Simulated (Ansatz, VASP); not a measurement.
# Ge: VASP beside Ansatz

```
Ge
1.0
     0.00000    2.82891    2.82891
     2.82891    0.00000    2.82891
     2.82891    2.82891    0.00000
Ge
2
Cartesian
  4.2434 4.2434 4.2434
  2.8289 2.8289 2.8289
```

Alike in both runs: task single point; functional LDA; k mesh 8 × 8 × 8; occupations fermi-dirac, width 0.05 eV; no spin polarisation.

```csv
,VASP,Ansatz
version,VASP 6.6.1,Ansatz 0.2.0
potentials or method,"VASP PAW LDA potentials, release 64 (Ge_d)",Ansatz PAW
plane-wave cutoff (eV),520,420
valence electrons in the cell,28,28
```

VASP gave:

| Item | Value |
| --- | --- |
| gap on the k mesh at the Fermi level (eV) | none |
| pressure (GPa) | -1.1 |

**Question.** Which values does Ansatz return?

**Answer.** gap on the k mesh at the Fermi level (eV): none; pressure (GPa): -1.3.

LDA's correlation is that of Perdew and Zunger in VASP and of Perdew and Wang (1992) in Ansatz. A gap of «none» marks a metal or a gap that the smearing closes.
